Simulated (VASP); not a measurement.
# SnTe3 (P4/mmm) in VASP: relaxation of cell and atoms with PBE

Aim: the relaxation of cell and atoms of SnTe3 with PBE.

Everything below comes from runs of VASP 6.6.1. Logs are shortened: lines on timing, memory, paths and dates and some standing lists are left out, and cuts for length are marked.

## Step 1: The cell of the first run

Symmetry: P4/mmm, No. 123, tetragonal system. Conventional cell: a = 4.510 Å, b = 4.510 Å, c = 6.529 Å, α = 90.00°, β = 90.00°, γ = 90.00°. Sn (site symmetry 4/mmm) has 6 Te at 3.19 to 3.26 Å within 4.2 Å. Within 4.2 Å of Te (site symmetry 4/mmm) lie 4 Sn at 3.19 Å and 2 Te at 3.26 Å. Within 4.2 Å of Te (site symmetry 4/mmm) lie 6 Te at 3.19 to 3.26 Å. Te (site symmetry 4/mmm) has 4 Te at 3.19 Å and 2 Sn at 3.26 Å within 4.2 Å.

## Step 2: Relaxation of cell and atoms, PBE

INCAR reads:

```
PREC = Accurate
ENCUT = 600
EDIFF = 1E-6
ISMEAR = 0
SIGMA = 0.1
LREAL = False
LASPH = True
NELM = 60
ALGO = Fast
ISIF = 3
LWAVE = False
LCHARG = False
GGA = PE
IBRION = 2
NSW = 100
EDIFFG = -0.01
```

KPOINTS reads:

```
regular mesh
0
Gamma
  8 8 6
```

POSCAR reads:

```
SnTe3
1.0
    4.5097244197      0.0000000000      0.0000000000
    0.0000000000      4.5097244197      0.0000000000
    0.0000000000      0.0000000000      6.5286270342
Sn Te
1 3
Direct
    0.0000000000      0.0000000000      0.0000000000
    0.5000000000      0.5000000000      0.0000000000
    0.5000000000      0.5000000000      0.5000000000
    0.0000000000      0.0000000000      0.5000000000
```

Potentials or basis: VASP PAW PBE potentials, release 64 (Sn_d, Te).

Started as:

```sh
$ cat potpaw_PBE.64/Sn_d/POTCAR potpaw_PBE.64/Te/POTCAR > POTCAR
$ mpirun -np 1 vasp_std > vasp.out
```

OUTCAR:

```text
PREC = Accurate
   ENCUT = 600
   EDIFF = 1E-6
   ISMEAR = 0
   LREAL = False
   LASPH = True
   NELM = 60
   ISIF = 3
   GGA = PE
   IBRION = 2
   NSW = 100
   EDIFFG = -0.01

 ion  position               nearest neighbor table
   1  0.000  0.000  0.000-   2 3.19   2 3.19   2 3.19   2 3.19   4 3.26   4 3.26
   2  0.500  0.500  0.000-   1 3.19   1 3.19   1 3.19   1 3.19   3 3.26   3 3.26
   3  0.500  0.500  0.500-   4 3.19   4 3.19   4 3.19   4 3.19   2 3.26   2 3.26
   4  0.000  0.000  0.500-   3 3.19   3 3.19   3 3.19   3 3.19   1 3.26   1 3.26

  LATTYP: Found a simple tetragonal cell.
 ALAT       =     4.5097244197
 C/A-ratio  =     1.4476776021

  Lattice vectors:

 A1 = (   4.5097244197,   0.0000000000,   0.0000000000)
 A2 = (   0.0000000000,   4.5097244197,   0.0000000000)
 A3 = (   0.0000000000,   0.0000000000,   6.5286270342)

Analysis of symmetry for initial positions (statically):
=====================================================================
 Subroutine PRICEL returns:
 Original cell was already a primitive cell.

 Routine SETGRP: Setting up the symmetry group for a
 simple tetragonal supercell.

 Subroutine GETGRP returns: Found 16 space group operations
 (whereof 16 operations were pure point group operations)
 out of a pool of 16 trial point group operations.

The static configuration has the point symmetry D_4h.

Analysis of symmetry for dynamics (positions and initial velocities):
=====================================================================
 Subroutine PRICEL returns:
 Original cell was already a primitive cell.

 Routine SETGRP: Setting up the symmetry group for a
 simple tetragonal supercell.

 Subroutine GETGRP returns: Found 16 space group operations
 (whereof 16 operations were pure point group operations)
 out of a pool of 16 trial point group operations.

The dynamic configuration has the point symmetry D_4h.

 Subroutine INISYM returns: Found 16 space group operations
 (whereof 16 operations are pure point group operations),
 and found     1 'primitive' translations

----------------------------------------------------------------------------------------

                                     Primitive cell

  volume of cell :     132.7767

  direct lattice vectors                    reciprocal lattice vectors
[... 93 lines left out ...]
   EDIFFG = -.1E-01   stopping-criterion for IOM
   NSW    =    100    number of steps for IOM
   IBRION =      2    ionic relax: 0-MD 1-quasi-New 2-CG
   NFREE  =      1    steps in history (QN), initial steepest desc. (CG)
   ISIF   =      3    stress and relaxation
   ISYM   =      2    0-nonsym 1-usesym 2-fastsym
   POTIM  = 0.5000    time-step for ionic-motion
   TEBEG  =    0.0;   TEEND  =   0.0 temperature during run
   PSTRESS=    0.0 pullay stress
   NELECT =      32.0000    total number of electrons
   NUPDOWN=      -1.0000    fix difference up-down
   EMIN   =  10.00;   EMAX   =-10.00  energy-range for DOS
   EFERMI =   0.00;   METHOD = LEGACY
   ISMEAR =     0;   SIGMA  =   0.10  broadening in eV -4-tet -1-fermi 0-gaus
   EFERMI_NEDOS =   21; number of points for ismear=-14 and -15
   IALGO  =     68    algorithm
   IMIX   =      4    mixing-type and parameters
     AMIX     =   0.40;   BMIX     =  1.00
     AMIX_MAG =   1.60;   BMIX_MAG =  1.00
  volume/ion in A,a.u.               =      33.19       224.01
  Fermi-wavevector in a.u.,A,eV,Ry     =   1.018789  1.925232 14.121906  1.037931
  Thomas-Fermi vector in A             =   2.152266
   LORBIT       =      0    0 simple, 1 ext, 2 COOP (PROOUT), +10 PAW based schemes
   GGA     = PE    functional components
   LHFCALC =     F    Hartree Fock is set to
   AEXX    =    0.0000 exact exchange contribution
   IVDW    =     0    specifies the selected vdW correction
   LEPSILON=     F    determine dielectric tensor
   LRPA    =     F    only Hartree local field effects (RPA)
 conjugate gradient relaxation of ions
 non-spin polarized calculation
 RMM-DIIS sequential band-by-band and
 Gauss-broadening in eV      SIGMA  =   0.10
  energy-cutoff  :      600.00
  volume of cell :      132.78
 maximum number of plane-waves:      4468
   NGX = 19   NGY = 19   NGZ = 27

--------------------------------------- Ionic step        1  -------------------------------------------

 number of electron      32.0000005 magnetization

 Free energy of the ion-electron system (eV)
  ---------------------------------------------------
  ext. energy  EPLUGINS =         0.00000000
  ---------------------------------------------------
  free energy    TOTEN  =       -13.67081043 eV

  energy without entropy =      -13.66335558  energy(sigma->0) =      -13.66708300

------------------------ aborting loop because EDIFF is reached ----------------------------------------

  FORCE on cell =-STRESS in cart. coord.  units (eV):
  Direction    XX          YY          ZZ          XY          YZ          ZX
  --------------------------------------------------------------------------------------
  -------------------------------------------------------------------------------------
  Total       -0.4605205     -0.4605205     -0.1206627      0.0000000      0.0000000      0.0000000
  in kB       -5.5569653     -5.5569653     -1.4560019      0.0000000      0.0000000      0.0000000
  external PRESSURE =      -4.1899775 kB  Pullay stress =       0.0000000 kB
[... 63 lines left out ...]
--------------------------------------- Ionic step        3  -------------------------------------------

 number of electron      32.0000003 magnetization

 Free energy of the ion-electron system (eV)
  ---------------------------------------------------
  ext. energy  EPLUGINS =         0.00000000
  ---------------------------------------------------
  free energy    TOTEN  =       -13.67290029 eV

  energy without entropy =      -13.66562431  energy(sigma->0) =      -13.66926230

 E-fermi :   6.2190     XC(G=0):  -9.2667

 val. band max:        6.1934799371   @ k =   0.5000   0.0000   0.3333
 cond. band min:       6.2315992194   @ k =   0.5000   0.2500   0.3333
 fundamental gap:      0.0381192824
 Fermi energy:         6.2189835980

 k-point     1 :       0.0000    0.0000    0.0000
  band No.  band energies     occupation
      1     -15.4096      2.00000
      2     -15.3926      2.00000
      3     -15.3926      2.00000
      4     -15.3875      2.00000
      5     -15.3871      2.00000
      6      -6.9098      2.00000
[... 541 lines left out ...]
     19       8.1145      0.00000
     20       8.5717      0.00000

 [... further k-points ...]
[... 5 lines left out ...]
  --------------------------------------------------------------------------------------
  -------------------------------------------------------------------------------------
  Total       -0.0065151     -0.0065151      0.0259934      0.0000000      0.0000000      0.0000000
  in kB       -0.0793938     -0.0793938      0.3167596      0.0000000      0.0000000      0.0000000
  external PRESSURE =       0.0526573 kB  Pullay stress =       0.0000000 kB
[... 19 lines left out ...]
  FREE ENERGIE OF THE ION-ELECTRON SYSTEM (eV)
  ---------------------------------------------------
  free  energy   TOTEN  =       -13.6729002919 eV

  energy  without entropy=      -13.6656243068  energy(sigma->0) =      -13.66926230

 reached required accuracy - stopping structural energy minimisation
```

OSZICAR:

```text
N       E                     dE             d eps       ncg     rms          rms(c)
DAV:   1     0.245329517370E+03    0.24533E+03   -0.14582E+04  2408   0.174E+03
DAV:   2     0.166097824023E+02   -0.22872E+03   -0.21959E+03  2616   0.382E+02
DAV:   3    -0.120801120851E+02   -0.28690E+02   -0.27075E+02  2972   0.122E+02
DAV:   4    -0.136559613427E+02   -0.15758E+01   -0.15058E+01  2944   0.269E+01
[... 25 lines left out ...]
RMM:   4    -0.136729052292E+02    0.11988E-04   -0.17211E-04  2925   0.974E-02    0.212E-02
RMM:   5    -0.136729040150E+02    0.12142E-05   -0.22577E-05  2990   0.494E-02    0.178E-02
RMM:   6    -0.136729016238E+02    0.23912E-05   -0.10009E-05  2408   0.298E-02    0.776E-03
RMM:   7    -0.136729003209E+02    0.13029E-05   -0.40081E-06  1798   0.229E-02    0.357E-03
RMM:   8    -0.136729002919E+02    0.29005E-07   -0.15225E-06  1437   0.116E-02
   3 F= -.13672900E+02 E0= -.13669262E+02  d E =-.208987E-02
```

CONTCAR:

```text
SnTe3
   1.00000000000000
     4.4901245225619988    0.0000000000000000    0.0000000000000000
     0.0000000000000000    4.4901245225619988    0.0000000000000000
     0.0000000000000000    0.0000000000000000    6.5211925662989794
  Sn              Te
     1     3
Direct
     0.0000000000000000    0.0000000000000000    0.0000000000000000
     0.5000000000000000    0.5000000000000000    0.0000000000000000
     0.5000000000000000    0.5000000000000000    0.5000000000000000
     0.0000000000000000    0.0000000000000000    0.5000000000000000

  0.00000000E+00  0.00000000E+00  0.00000000E+00
  0.00000000E+00  0.00000000E+00  0.00000000E+00
  0.00000000E+00  0.00000000E+00  0.00000000E+00
  0.00000000E+00  0.00000000E+00  0.00000000E+00
```

Wall time 5 min (1 thread of Oxide Virtual Turin-like, shared host); peak memory 0.35 GiB.

What came out:

```yaml
Free_energy: -13.6729 eV
Relaxed_volume: 32.87 Å³/atom
Relaxed_cell: a = 4.490 Å, b = 4.490 Å, c = 6.521 Å, α = 90.00°, β = 90.00°, γ = 90.00°
Space_group_after_relaxing_to_0.1_Å: P4/mmm (No. 123)
Energy_gained_by_relaxing: 0.5 meV/atom
Ionic_steps: 3
Pressure_after_relaxing: 0.0 GPa
Band_gap_on_the_k_mesh: zero (bands 16 and 17 overlap by 3.84 eV)
```

Step by step:
```tsv
step	energy change (eV)	largest force (eV/Å)	pressure (GPa)	volume (Å³)
1	0.0000	0.0000	-0.42	132.78
2	-0.0019	0.0000	0.13	131.11
3	-0.0021	0.0000	0.01	131.48
```

Final structure:
```yaml
crystal:
  lattice:
    - [4.49012, 0.00000, 0.00000]
    - [0.00000, 4.49012, 0.00000]
    - [0.00000, 0.00000, 6.52119]
  atoms:
    - { symbol: Sn, position: [0.00000, 0.00000, 0.00000] }
    - { symbol: Te, position: [0.50000, 0.50000, 0.00000] }
    - { symbol: Te, position: [0.50000, 0.50000, 0.50000] }
    - { symbol: Te, position: [0.00000, 0.00000, 0.50000] }
```

Levels at points of the mesh, in eV from the Fermi level:
| k point | band 14 | band 15 | band 16 | band 17 | band 18 | band 19 |
| --- | --- | --- | --- | --- | --- | --- |
| (0.00, 0.00, 0.00) | -2.24 | -2.06 | 1.56 | 1.85 | 1.85 | 2.42 |
| (0.50, 0.00, 0.00) | -1.81 | -1.76 | -0.87 | 0.31 | 1.04 | 1.13 |
| (0.50, 0.50, 0.00) | -3.83 | -3.27 | 2.38 | 2.41 | 2.41 | 3.27 |
| (0.00, 0.00, 0.50) | -2.66 | -2.41 | 0.46 | 1.92 | 1.96 | 1.96 |
| (0.50, 0.00, 0.50) | -1.65 | -1.59 | -1.48 | -1.46 | 0.18 | 0.38 |
| (0.50, 0.50, 0.50) | -1.46 | -1.34 | -0.89 | 0.98 | 3.37 | 3.37 |

Caveat: spin-orbit coupling is left out, which moves the levels of the heavy elements.

The gap in the log of VASP goes by the Fermi energy; the results here count the filled bands.